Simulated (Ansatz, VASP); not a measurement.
Two plane-wave programs on CdTeS4

INCAR

```
SYSTEM = CdTeS4
PREC = Accurate
ENCUT = 600
EDIFF = 1E-6
ISMEAR = 0
SIGMA = 0.1
LREAL = .FALSE.
LASPH = .TRUE.
NELM = 100
ALGO = Normal
ISIF = 3
LWAVE = .FALSE.
LCHARG = .FALSE.
GGA = PE
IBRION = 2
NSW = 90
EDIFFG = -0.04
```

Contents of KPOINTS:

```
Automatic mesh
0
G
  4 4 4
  0 0 0
```

POSCAR

```
CdTeS4
1.0
   -3.1283417400      3.1283417400      4.2792168800
    3.1283417400     -3.1283417400      4.2792168800
    3.1283417400      3.1283417400     -4.2792168800
Cd Te S
1 1 4
Direct
    0.0000000000      0.0000000000      0.0000000000
    0.5000000000      0.5000000000      0.0000000000
    0.5000000000      0.5000000000      0.5000000000
    0.0000000000      0.0000000000      0.5000000000
    0.5000000000      0.0000000000      0.0000000000
    0.0000000000      0.5000000000      0.0000000000
```

Input for Ansatz:

```yaml
crystal:
  lattice:
    - [-3.12834174, 3.12834174, 4.27921688]
    - [3.12834174, -3.12834174, 4.27921688]
    - [3.12834174, 3.12834174, -4.27921688]
  atoms:
    - { symbol: Cd, position: [0.0, 0.0, 0.0] }
    - { symbol: Te, position: [0.5, 0.5, 0.0] }
    - { symbol: S, position: [0.5, 0.5, 0.5] }
    - { symbol: S, position: [0.0, 0.0, 0.5] }
    - { symbol: S, position: [0.5, 0.0, 0.0] }
    - { symbol: S, position: [0.0, 0.5, 0.0] }
basis:
  ecutwfc: 420
kpoints:
  mp_grid: { grid: [4, 4, 4] }
hamiltonian:
  xc: pbe
scf:
  occupations: { method: gaussian, width: 0.1 }
  lower_state_search: "off"
output:
  forces: true
  stress: true
  eigenvalues: true
relax:
  adjacent_minimum: "off"
  f_tol: 0.04
  max_steps: 70
  cell: { stress_tol: 0.4 }
```

Alike in both runs: task relaxation of cell and atoms; functional PBE; k mesh 4 × 4 × 4; occupations gaussian, width 0.1 eV; no spin polarisation.

|  | VASP | Ansatz |
| --- | --- | --- |
| version | VASP 6.6.1 | Ansatz 0.2.0 |
| potentials or method | VASP PAW PBE potentials, release 64 (Cd, Te, S), cutoff 600 eV | scalar-relativistic, plane waves, PAW |
| valence electrons in the cell | 42 | 60 |

```tsv
	VASP	Ansatz	Ansatz less VASP
gap on the k mesh at the Fermi level, each at its own relaxed structure (eV)	none	none	-
relaxed volume (Å³/atom)	22.49	22.42	-0.062
relaxed length of the cell vector where the two differ most in proportion (Å)	5.648	5.644	-0.0043
```

A gap of «none» marks a metal or a gap that the smearing closes. VASP's potentials hold 42 valence electrons a cell and Ansatz's 60, so a difference there can come from the potentials and not from the codes.

Spin-orbit coupling is off throughout. Noted on VASP's run: the volume moved by over 15 % at a fixed basis, so the end points are rough.
